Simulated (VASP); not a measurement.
# Ga (P6_3/mmc) in VASP: a series of runs, part 2 of 2

VASP 6.6.1. Earlier steps stand in the parts before.

**3. Single point, PBE (volume scaled by 0.88)**

File INCAR:

```
SYSTEM = Ga
PREC = Accurate
ENCUT = 500
EDIFF = 1E-6
ISMEAR = -1
SIGMA = 0.1
LREAL = .False.
LASPH = .True.
NELM = 120
ALGO = Normal
ISIF = 2
LWAVE = .False.
LCHARG = .False.
GGA = PE
NBANDS = 20
GGA_COMPAT = .False.
```

File KPOINTS:

```
Automatic mesh
0
Gamma
  13 13 8
  0 0 0
```

File POSCAR:

```
Ga
1.0
    2.9073293060      0.0000000000      0.0000000000
   -1.4536646530      2.5178210361      0.0000000000
    0.0000000000      0.0000000000      4.5890342600
Ga
2
Direct
    0.3333333333      0.6666666667      0.2500000000
    0.6666666667      0.3333333333      0.7500000000
```

Potentials or basis: VASP PAW PBE potentials, release 64 (Ga_d).

Command:

```sh
> cat potpaw_PBE.64/Ga_d/POTCAR > POTCAR
> mpirun -np 1 vasp_std > vasp.out
```

OUTCAR:

```text
SYSTEM = Ga
   PREC = Accurate
   ENCUT = 500
   EDIFF = 1E-6
   ISMEAR = -1
   LREAL = .False.
   LASPH = .True.
   NELM = 120
   ISIF = 2
   GGA = PE

 ion  position               nearest neighbor table
   1  0.333  0.667  0.250-   2 2.84   2 2.84   2 2.84   2 2.84   2 2.84   2 2.84
   2  0.667  0.333  0.750-   1 2.84   1 2.84   1 2.84   1 2.84   1 2.84   1 2.84

  LATTYP: Found a hexagonal cell.
 ALAT       =     2.9073293060
 C/A-ratio  =     1.5784363507

  Lattice vectors:

 A1 = (   2.9073293060,   0.0000000000,   0.0000000000)
 A2 = (  -1.4536646530,   2.5178210361,   0.0000000000)
 A3 = (   0.0000000000,   0.0000000000,   4.5890342600)

Analysis of symmetry for initial positions (statically):
=====================================================================
 Subroutine PRICEL returns:
 Original cell was already a primitive cell.

 Routine SETGRP: Setting up the symmetry group for a
 hexagonal supercell.

 Subroutine GETGRP returns: Found 24 space group operations
 (whereof 12 operations were pure point group operations)
 out of a pool of 24 trial point group operations.

The static configuration has the point symmetry D_3d.
 The point group associated with its full space group is D_6h.

Analysis of symmetry for dynamics (positions and initial velocities):
=====================================================================
 Subroutine PRICEL returns:
 Original cell was already a primitive cell.

 Routine SETGRP: Setting up the symmetry group for a
 hexagonal supercell.

 Subroutine GETGRP returns: Found 24 space group operations
 (whereof 12 operations were pure point group operations)
 out of a pool of 24 trial point group operations.

The dynamic configuration has the point symmetry D_3d.
 The point group associated with its full space group is D_6h.

 Subroutine INISYM returns: Found 24 space group operations
[... 104 lines left out ...]
   ISYM   =      2    0-nonsym 1-usesym 2-fastsym
   POTIM  = 0.5000    time-step for ionic-motion
   TEBEG  =    0.0;   TEEND  =   0.0 temperature during run
   PSTRESS=    0.0 pullay stress
   NELECT =      26.0000    total number of electrons
   NUPDOWN=      -1.0000    fix difference up-down
   EMIN   =  10.00;   EMAX   =-10.00  energy-range for DOS
   EFERMI =   0.00;   METHOD = LEGACY
   ISMEAR =    -1;   SIGMA  =   0.10  broadening in eV -4-tet -1-fermi 0-gaus
   EFERMI_NEDOS =   21; number of points for ismear=-14 and -15
   IALGO  =     38    algorithm
   IMIX   =      4    mixing-type and parameters
     AMIX     =   0.40;   BMIX     =  1.00
     AMIX_MAG =   1.60;   BMIX_MAG =  1.00
  volume/ion in A,a.u.               =      16.80       113.35
  Fermi-wavevector in a.u.,A,eV,Ry     =   1.503093  2.840434 30.739482  2.259288
  Thomas-Fermi vector in A             =   2.614248
   LORBIT       =      0    0 simple, 1 ext, 2 COOP (PROOUT), +10 PAW based schemes
   GGA     = PE    functional components
   LHFCALC =     F    Hartree Fock is set to
   AEXX    =    0.0000 exact exchange contribution
   IVDW    =     0    specifies the selected vdW correction
   LEPSILON=     F    determine dielectric tensor
   LRPA    =     F    only Hartree local field effects (RPA)
 non-spin polarized calculation
  energy-cutoff  :      500.00
  volume of cell :       33.59
 maximum number of plane-waves:       864
 NGX is ok and might be reduce to    24
   NGX = 11   NGY = 11   NGZ = 17

 number of electron      26.0000001 magnetization

 Free energy of the ion-electron system (eV)
  ---------------------------------------------------
  ext. energy  EPLUGINS =         0.00000000
  ---------------------------------------------------
  free energy    TOTEN  =        -5.65967360 eV

  energy without entropy =       -5.63746237  energy(sigma->0) =       -5.64856799

 E-fermi :   6.7505     XC(G=0): -11.6125

 val. band max:        6.6808096542   @ k =   0.2308   0.1538   0.1250
 cond. band min:       6.7911293372   @ k =   0.2308   0.2308   0.3750
 fundamental gap:      0.1103196830
 Fermi energy:         6.7504866498

 k-point     1 :       0.0000    0.0000    0.0000
  band No.  band energies     occupation
      1      -8.4452      2.00000
      2      -8.2996      2.00000
      3      -8.2996      2.00000
      4      -8.2967      2.00000
      5      -8.2650      2.00000
      6      -8.2650      2.00000
[... 541 lines left out ...]
     19      19.8217      0.00000
     20      22.3326      0.00000

 [... further k-points ...]
[... 5 lines left out ...]
  --------------------------------------------------------------------------------------
  -------------------------------------------------------------------------------------
  Total        1.7529633      1.7529633      1.8245672      0.0000000     -0.0000000     -0.0000000
  in kB       83.6070733     83.6070733     87.0222025      0.0000000     -0.0000000     -0.0000000
  external PRESSURE =      84.7454497 kB  Pullay stress =       0.0000000 kB

 VOLUME and BASIS-vectors are now :
 -----------------------------------------------------------------------------
  energy-cutoff  :      500.00
  volume of cell :       33.59
      direct lattice vectors                 reciprocal lattice vectors
     2.907329306  0.000000000  0.000000000     0.343958284  0.198584408  0.000000000
    -1.453664653  2.517821036  0.000000000     0.000000000  0.397168816  0.000000000
     0.000000000  0.000000000  4.589034260     0.000000000  0.000000000  0.217910772

 POSITION                                       TOTAL-FORCE (eV/Angst)
 -----------------------------------------------------------------------------------
     -0.00000      1.67855      1.14726        -0.000000      0.000000      0.000000
      1.45366      0.83927      3.44178         0.000000     -0.000000     -0.000000
 -----------------------------------------------------------------------------------
    total drift:                               -0.000000      0.000000      0.000000

  FREE ENERGIE OF THE ION-ELECTRON SYSTEM (eV)
  ---------------------------------------------------
  free  energy   TOTEN  =        -5.6596736029 eV

  energy  without entropy=       -5.6374623714  energy(sigma->0) =       -5.64856799
```

stdout:

```text
POSCAR found type information on POSCAR Ga
 POSCAR found :  1 types and       2 ions
 scaLAPACK will be used
 LDA part: xc-table for (Slater+PW92), standard interpolation
 POSCAR, INCAR and KPOINTS ok, starting setup
 FFT: planning ... GRIDC
 FFT: planning ... GRID_SOFT
 FFT: planning ... GRID
 WAVECAR not read
 entering main loop
```

It took 20 s on 1 thread of Intel Xeon 6975P-C (Granite Rapids), shared host; peak memory 0.18 GiB.

Results:

```
Free energy            : -5.6597 eV
Pressure               : 8.5 GPa
Band gap on the k mesh : zero (band 13 reaches 11.94 eV, above the bottom of band 14 at 3.31 eV)
```
